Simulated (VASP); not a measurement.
# H (I4/mmm) in VASP: further runs

Runs on H. Level: LDA. Tasks: relaxation of cell and atoms.

Program: VASP 6.6.1. These are calculated values, not measurements. Logs are shortened: lines on timing, memory, paths and dates and some standing lists are left out, and cuts for length are marked.

**1. The cell of the first run**

The structure is tetragonal, space group I4/mmm (No. 139). The conventional cell has a = 3.383 Å, b = 3.383 Å, c = 4.117 Å, α = 90.00°, β = 90.00°, γ = 90.00°. Within 1.0 Å of H (site symmetry 4mm) lie 1 H at 0.74 Å.

**2. Relaxation of cell and atoms, LDA**

Contents of INCAR:

```
SYSTEM = H
  PREC = Accurate
  ENCUT = 600
  EDIFF = 1E-7
  ISMEAR = 0
  SIGMA = 0.1
  LREAL = .False.
  LASPH = .True.
  NELM = 80
  ALGO = Normal
  ISIF = 3
  LWAVE = .False.
  LCHARG = .False.
  GGA = CA
  IBRION = 2
  NSW = 100
  EDIFFG = -0.05
```

Contents of KPOINTS:

```
Automatic mesh
0
Gamma
  8 8 8
  0 0 0
```

Contents of POSCAR:

```
H
1.0
   -1.6915344700      1.6915344700      2.0584739900
    1.6915344700     -1.6915344700      2.0584739900
    1.6915344700      1.6915344700     -2.0584739900
H
2
Direct
    0.9098622900      0.9098622900      0.0000000000
    0.0901377100      0.0901377100      0.0000000000
```

Potentials or basis: VASP PAW LDA potentials, release 64 (H).

On the command line:

```sh
> cat potpaw_LDA.64/H/POTCAR > POTCAR
> mpirun -np 1 vasp_std > vasp.out
```

OUTCAR:

```text
SYSTEM = H
   PREC = Accurate
   ENCUT = 600
   EDIFF = 1E-7
   ISMEAR = 0
   LREAL = .False.
   LASPH = .True.
   NELM = 80
   ISIF = 3
   GGA = CA
   IBRION = 2
   NSW = 100
   EDIFFG = -0.05

 ion  position               nearest neighbor table
   1  0.910  0.910  0.000-   2 0.74
   2  0.090  0.090  0.000-   1 0.74

  LATTYP: Found a body centered tetragonal cell.
 ALAT       =     3.3830689400
 C/A-ratio  =     1.2169270130

  Lattice vectors:

 A1 = (  -1.6915344700,   1.6915344700,   2.0584739900)
 A2 = (   1.6915344700,  -1.6915344700,   2.0584739900)
 A3 = (   1.6915344700,   1.6915344700,  -2.0584739900)

Analysis of symmetry for initial positions (statically):
=====================================================================
 Subroutine PRICEL returns:
 Original cell was already a primitive cell.

 Routine SETGRP: Setting up the symmetry group for a
 body centered tetragonal supercell.

 Subroutine GETGRP returns: Found 16 space group operations
 (whereof 16 operations were pure point group operations)
 out of a pool of 16 trial point group operations.

The static configuration has the point symmetry D_4h.

Analysis of symmetry for dynamics (positions and initial velocities):
=====================================================================
 Subroutine PRICEL returns:
 Original cell was already a primitive cell.

 Routine SETGRP: Setting up the symmetry group for a
 body centered tetragonal supercell.

 Subroutine GETGRP returns: Found 16 space group operations
 (whereof 16 operations were pure point group operations)
 out of a pool of 16 trial point group operations.

The dynamic configuration has the point symmetry D_4h.

 Subroutine INISYM returns: Found 16 space group operations
 (whereof 16 operations are pure point group operations),
 and found     1 'primitive' translations

----------------------------------------------------------------------------------------

                                     Primitive cell

  volume of cell :      23.5596

  direct lattice vectors                    reciprocal lattice vectors
    -1.691534470  1.691534470  2.058473990     0.000000000  0.295589602  0.242898381
     1.691534470 -1.691534470  2.058473990     0.295589602  0.000000000  0.242898381
     1.691534470  1.691534470 -2.058473990     0.295589602  0.295589602  0.000000000

  length of vectors
     3.155929799  3.155929799  3.155929799     0.382587031  0.382587031  0.418026823

  position of ions in fractional coordinates (direct lattice)
     0.909862290  0.909862290  0.000000000
     0.090137710  0.090137710  0.000000000

  ion indices of the primitive-cell ions
   primitive index   ion index
                 1           1
                 2           2

----------------------------------------------------------------------------------------

 KPOINTS: Automatic mesh

Automatic generation of k-mesh.
 Grid dimensions read from file:
 generate k-points for:    8    8    8

 Generating k-lattice:

  Cartesian coordinates                     Fractional coordinates (reciprocal lattice)
     0.000000000  0.036948700  0.030362298     0.125000000  0.000000000  0.000000000
     0.036948700  0.000000000  0.030362298     0.000000000  0.125000000  0.000000000
     0.036948700  0.036948700  0.000000000     0.000000000  0.000000000  0.125000000

  Length of vectors
     0.047823379  0.047823379  0.052253353

  Shift w.r.t. Gamma in fractional coordinates (k-lattice)
     0.000000000  0.000000000  0.000000000

 Subroutine IBZKPT returns following result:
 ===========================================

 Found     59 irreducible k-points:

 Following reciprocal coordinates:
            Coordinates               Weight
  0.000000  0.000000  0.000000      1.000000
  0.125000  0.000000  0.000000      8.000000
  0.250000  0.000000  0.000000      8.000000
  0.375000 -0.000000  0.000000      8.000000
  0.500000  0.000000  0.000000      4.000000
  0.125000  0.125000  0.000000      8.000000
[... 16 lines left out ...]
  0.250000  0.125000  0.125000     16.000000
  0.375000  0.125000  0.125000      8.000000
 [... further k-points ...]
   k-points           NKPTS =     59   k-points in BZ     NKDIM =     59   number of bands    NBANDS=      5
   number of dos      NEDOS =    301   number of ions     NIONS =      2
   total plane-waves  NPLWV =  21952
   dimension x,y,z NGX =    28 NGY =   28 NGZ =   28
   dimension x,y,z NGXF=    56 NGYF=   56 NGZF=   56
   ions per type =               2
   NGX,Y,Z   is equivalent  to a cutoff of  14.75, 14.75, 14.75 a.u.
   NGXF,Y,Z  is equivalent  to a cutoff of  29.50, 29.50, 29.50 a.u.
 SYSTEM =  H
   PREC   = accura    normal or accurate (medium, high low for compatibility)
   ISTART =      0    job   : 0-new  1-cont  2-samecut
   ICHARG =      2    charge: 1-file 2-atom 10-const
   ISPIN  =      1    spin polarized calculation?
   LNONCOLLINEAR =      F non collinear calculations
   LSORBIT =      F    spin-orbit coupling
   LASPH  =      T    aspherical Exc in radial PAW
   ENCUT  =  600.0 eV  44.10 Ry    6.64 a.u.   6.30  6.30  6.30*2*pi/ulx,y,z
   NELM   =     80;   NELMIN=  2; NELMDL= -5     # of ELM steps
   EDIFF  = 0.1E-06   stopping-criterion for ELM
   LREAL  =      F    real-space projection
   EDIFFG = -.5E-01   stopping-criterion for IOM
   NSW    =    100    number of steps for IOM
   IBRION =      2    ionic relax: 0-MD 1-quasi-New 2-CG
   NFREE  =      1    steps in history (QN), initial steepest desc. (CG)
   ISIF   =      3    stress and relaxation
   ISYM   =      2    0-nonsym 1-usesym 2-fastsym
   POTIM  = 0.5000    time-step for ionic-motion
   TEBEG  =    0.0;   TEEND  =   0.0 temperature during run
   PSTRESS=    0.0 pullay stress
   NELECT =       2.0000    total number of electrons
   NUPDOWN=      -1.0000    fix difference up-down
   EMIN   =  10.00;   EMAX   =-10.00  energy-range for DOS
   EFERMI =   0.00;   METHOD = LEGACY
   ISMEAR =     0;   SIGMA  =   0.10  broadening in eV -4-tet -1-fermi 0-gaus
   EFERMI_NEDOS =   21; number of points for ismear=-14 and -15
   IALGO  =     38    algorithm
   IMIX   =      4    mixing-type and parameters
     AMIX     =   0.40;   BMIX     =  1.00
     AMIX_MAG =   1.60;   BMIX_MAG =  1.00
  volume/ion in A,a.u.               =      11.78        79.49
  Fermi-wavevector in a.u.,A,eV,Ry     =   0.719497  1.359653  7.043413  0.517676
  Thomas-Fermi vector in A             =   1.808708
   LORBIT       =      0    0 simple, 1 ext, 2 COOP (PROOUT), +10 PAW based schemes
   GGA     = CA    functional components
   LHFCALC =     F    Hartree Fock is set to
   AEXX    =    0.0000 exact exchange contribution
   IVDW    =     0    specifies the selected vdW correction
   LEPSILON=     F    determine dielectric tensor
   LRPA    =     F    only Hartree local field effects (RPA)
 conjugate gradient relaxation of ions
 non-spin polarized calculation
 Gauss-broadening in eV      SIGMA  =   0.10
  energy-cutoff  :      600.00
  volume of cell :       23.56
 maximum number of plane-waves:       799
 NGX is ok and might be reduce to    28
   NGX = 13   NGY = 13   NGZ = 13

--------------------------------------- Ionic step        1  -------------------------------------------

 number of electron       2.0000001 magnetization

 Free energy of the ion-electron system (eV)
  ---------------------------------------------------
  ext. energy  EPLUGINS =         0.00000000
  ---------------------------------------------------
  free energy    TOTEN  =        -6.76758545 eV

  energy without entropy =       -6.76758545  energy(sigma->0) =       -6.76758545

------------------------ aborting loop because EDIFF is reached ----------------------------------------

  FORCE on cell =-STRESS in cart. coord.  units (eV):
  Direction    XX          YY          ZZ          XY          YZ          ZX
  --------------------------------------------------------------------------------------
  -------------------------------------------------------------------------------------
  Total       -0.1127382     -0.1127382      0.6108856      0.0000000      0.0000000      0.0000000
  in kB       -7.6668066     -7.6668066     41.5435289      0.0000000      0.0000000      0.0000000
  external PRESSURE =       8.7366386 kB  Pullay stress =       0.0000000 kB
[... 89 lines left out ...]
  FREE ENERGIE OF THE ION-ELECTRON SYSTEM (eV)
  ---------------------------------------------------
  free  energy   TOTEN  =        -6.7805872380 eV

  energy  without entropy=       -6.7805872379  energy(sigma->0) =       -6.78058724

[... ionic steps 4 to 13 ...]

--------------------------------------- Ionic step       14  -------------------------------------------

 number of electron       2.0000000 magnetization

------------------------ aborting loop because EDIFF is reached ----------------------------------------

  FORCE on cell =-STRESS in cart. coord.  units (eV):
  Direction    XX          YY          ZZ          XY          YZ          ZX
  --------------------------------------------------------------------------------------
  -------------------------------------------------------------------------------------
  Total       -0.0237114     -0.0237114      0.2910891      0.0000000      0.0000000      0.0000000
  in kB       -2.4029630     -2.4029630     29.4995899      0.0000000      0.0000000      0.0000000
  external PRESSURE =       8.2312213 kB  Pullay stress =       0.0000000 kB
[... 57 lines left out ...]
  energy  without entropy=       -6.8110785452  energy(sigma->0) =       -6.81107855

--------------------------------------- Ionic step       16  -------------------------------------------

 number of electron       2.0000000 magnetization

 Free energy of the ion-electron system (eV)
  ---------------------------------------------------
  ext. energy  EPLUGINS =         0.00000000
  ---------------------------------------------------
  free energy    TOTEN  =        -6.81199321 eV

  energy without entropy =       -6.81199321  energy(sigma->0) =       -6.81199321

 E-fermi :  -5.6105     XC(G=0):  -7.3494

 val. band max:       -6.0648343021   @ k =   0.5000   0.5000   0.5000
 cond. band min:       0.6979245843   @ k =   0.5000   0.0000   0.0000
 fundamental gap:      6.7627588863
 Fermi energy:        -5.6104588356

 k-point     1 :       0.0000    0.0000    0.0000
  band No.  band energies     occupation
      1     -11.2998      2.00000
      2      10.4065      0.00000
      3      12.7842      0.00000
      4      21.4495      0.00000
      5      21.4495      0.00000

 k-point     2 :       0.1250    0.0000    0.0000
  band No.  band energies     occupation
      1     -10.9514      2.00000
      2       8.4700      0.00000
      3      13.5849      0.00000
      4      18.4695      0.00000
      5      19.7404      0.00000
[... 169 lines left out ...]
 k-point    24 :       0.3750    0.1250    0.1250
  band No.  band energies     occupation
      1      -7.4869      2.00000
      2       1.7645      0.00000
      3       8.5374      0.00000
      4      10.4790      0.00000
      5      20.1227      0.00000

 [... further k-points ...]

------------------------ aborting loop because EDIFF is reached ----------------------------------------

  FORCE on cell =-STRESS in cart. coord.  units (eV):
  Direction    XX          YY          ZZ          XY          YZ          ZX
  --------------------------------------------------------------------------------------
  -------------------------------------------------------------------------------------
  Total        0.0012175      0.0012175      0.0236268      0.0000000      0.0000000      0.0000000
  in kB        0.1295965      0.1295965      2.5148772      0.0000000      0.0000000      0.0000000
  external PRESSURE =       0.9246901 kB  Pullay stress =       0.0000000 kB
[... 17 lines left out ...]
  FREE ENERGIE OF THE ION-ELECTRON SYSTEM (eV)
  ---------------------------------------------------
  free  energy   TOTEN  =        -6.8119932096 eV

  energy  without entropy=       -6.8119932096  energy(sigma->0) =       -6.81199321

 reached required accuracy - stopping structural energy minimisation
```

It took 23 s on 1 thread of Intel Xeon 6975P-C (Granite Rapids), shared host; peak memory 0.13 GiB.

What came out:

```
Free energy                            : -6.8120 eV
Relaxed volume                         : 7.53 Å³/atom
Relaxed cell                           : a = 2.729 Å, b = 2.729 Å, c = 2.729 Å, α = 116.42°, β = 116.42°, γ = 96.32°
Space group after relaxing (to 0.05 Å) : I4/mmm (No. 139)
Energy gained by relaxing              : 22.2 meV/atom
Ionic steps                            : 16
Pressure after relaxing                : 0.1 GPa
Largest force after relaxing           : 0.012 eV/Å
Band gap on the k mesh                 : 6.76 eV, indirect (least direct gap 8.19 eV)
```

Forces in eV/Å, atoms in the order of the input:
```
H    0.000  0.000  0.012
H    0.000  0.000 -0.012
```

The path:
```csv
step,energy change (eV),largest force (eV/Å),pressure (GPa),volume (Å³)
1,0.0000,0.9651,0.87,23.56
2,0.0666,1.8924,-4.44,23.78
3,-0.0130,0.0224,-0.81,23.62
4,-0.0130,0.0056,-0.76,23.62
5,-0.0130,0.0225,-0.73,23.62
6,-0.0138,0.0241,-0.73,23.46
7,-0.0160,0.0296,-0.72,22.99
8,-0.0205,0.0437,-0.69,22.07
9,-0.0288,0.0839,-0.57,20.31
10,-0.0410,0.2110,0.07,17.07
11,-0.0118,0.6494,5.19,11.66
12,-0.0406,0.4713,0.99,15.98
13,-0.0410,0.4476,0.95,15.94
14,-0.0420,0.3783,0.82,15.81
15,-0.0435,0.2434,0.57,15.55
16,-0.0444,0.0124,0.09,15.05
```

Final structure:
```xyz
2
Lattice="-1.4377 1.4377 1.8205 1.4377 -1.4377 1.8205 1.4377 1.4377 -1.8205" Properties=species:S:1:pos:R:3 pbc="T T T"
H     0.0000    0.0000    3.2552
H     0.0000    0.0000    0.3858
```

Levels at points of the mesh, in eV from the valence-band top:
| k point | band 1 | band 2 | band 3 | band 4 | band 5 |
| --- | --- | --- | --- | --- | --- |
| (0.00, 0.00, 0.00) | -5.23 | 16.47 | 18.85 | 27.51 | 27.51 |
| (0.50, 0.00, 0.00) | -1.83 | 6.76 | 19.03 | 20.92 | 23.25 |
| (0.50, 0.50, 0.00) | -1.26 | 9.37 | 14.15 | 17.12 | 20.37 |
| (0.50, 0.50, 0.50) | 0.00 | 8.19 | 15.23 | 17.27 | 17.27 |

Caveat: the volume moved by over 15 % at a fixed basis, so the end points are rough; the relaxation stopped at a loose force limit of 0.05 eV/Å, so its end isn't a converged minimum. A k mesh can miss the band edges.

**3. Relaxation of cell and atoms, LDA**

This run uses another cell than the first one, of 7.68 Å³/atom, 0.652 times its volume.

Contents of INCAR:

```
SYSTEM = H
PREC = Accurate
ENCUT = 600
EDIFF = 1E-6
ISMEAR = 0
SIGMA = 0.01
LREAL = .False.
LASPH = .True.
NELM = 60
ALGO = Normal
ISIF = 3
LWAVE = .False.
LCHARG = .False.
GGA = CA
IBRION = 2
NSW = 80
EDIFFG = -0.001
```

Contents of KPOINTS:

```
Automatic mesh
0
Gamma
  12 12 12
  0 0 0
```

Contents of POSCAR:

```
H
1.0
   -1.4101864863      1.4101864863      1.9306382503
    1.4101864863     -1.4101864863      1.9306382503
    1.4101864863      1.4101864863     -1.9306382503
H
2
Direct
    0.9001528111      0.9001528111      0.0000000000
    0.0998471889      0.0998471889      0.0000000000
```

Potentials or basis: VASP PAW LDA potentials, release 64 (H).

On the command line:

```sh
> cat potpaw_LDA.64/H/POTCAR > POTCAR
> mpirun -np 1 vasp_std > vasp.out
```

Wall time 11 s (1 thread of Intel Xeon 6975P-C (Granite Rapids), shared host); peak memory 0.12 GiB.

The run converged. Its results:

```
Free energy                            : -6.8122 eV
Relaxed volume                         : 7.55 Å³/atom
Relaxed cell                           : a = 2.760 Å, b = 2.760 Å, c = 2.760 Å, α = 118.95°, β = 118.95°, γ = 91.83°
Space group after relaxing (to 0.05 Å) : I4/mmm (No. 139)
Energy gained by relaxing              : 0.0 meV/atom
Ionic steps                            : 10
Pressure after relaxing                : 0.0 GPa
Band gap on the k mesh                 : 7.11 eV, indirect (least direct gap 7.65 eV)
```

Final structure:
```
H
1.0
    -1.40197    1.40197    1.92018
     1.40197   -1.40197    1.92018
     1.40197    1.40197   -1.92018
H
2
Cartesian
  0.0000 0.0000 3.4547
  0.0000 0.0000 0.3857
```

Levels at points of the mesh, in eV from the valence-band top:
```
           k point  band 1  band 2  band 3  band 4  band 5
(0.00, 0.00, 0.00)   -4.94   16.72   19.17   27.60   27.60
(0.50, 0.00, 0.00)   -1.58    7.11   19.54   20.70   24.28
(0.50, 0.50, 0.00)   -0.79   10.04   14.17   17.15   19.83
(0.50, 0.50, 0.50)    0.00    7.65   15.64   18.42   18.42
```

A k mesh can miss the band edges. As with any semilocal functional, this LDA gap is likely too small.
